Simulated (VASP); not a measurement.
Here is a VASP 6.6.1 calculation.

The input INCAR:

```
SYSTEM = BaTe
  ALGO = Normal
  EDIFF = 1E-6
  EDIFFG = -0.01
  ENCUT = 600
  GGA = PE
  IBRION = 2
  ISIF = 3
  ISMEAR = 0
  LASPH = .True.
  LCHARG = .False.
  LREAL = .False.
  LWAVE = .False.
  NELM = 60
  NSW = 65
  PREC = Accurate
  SIGMA = 0.02
```

The input KPOINTS:

```
k-points
0
Gamma
  6 6 6
  0 0 0
```

POSCAR

```
BaTe
1.0
    4.9950662288      0.0000000000      0.0000000000
   -2.4975331144      4.3258542477      0.0000000000
    0.0000000000      0.0000000000      8.1568775019
Ba Te
2 2
Direct
    0.0000000000      0.0000000000      0.0000000000
    0.3333333333      0.6666666667      0.5000000000
    0.6666666667      0.3333333333      0.2500000000
    0.6666666667      0.3333333333      0.7500000000
```

Potentials or basis: VASP PAW PBE potentials, release 64 (Ba_sv, Te).

Command:

```sh
$ cat potpaw_PBE.64/Ba_sv/POTCAR potpaw_PBE.64/Te/POTCAR > POTCAR
$ mpirun -np 1 vasp_std > vasp.out
```

Q: Estimate the band gap on the k mesh.

A: 1.33 eV (least direct gap 1.64 eV).

Q: Estimate the space group after relaxing (to 0.1 Å).

A: P6_3/mmc (No. 194).

The path:
```csv
step,energy change (eV),largest force (eV/Å),pressure (GPa),volume (Å³)
1,0.0000,0.0000,0.45,176.25
2,-0.0864,0.0000,-0.18,179.27
3,-0.0998,0.0000,-0.57,181.20
4,-0.1000,0.0000,-0.52,180.95
5,-0.1073,0.0000,0.02,177.07
```

Caveat: spin-orbit coupling is left out, which moves the levels of the heavy elements. A k mesh can miss the band edges.
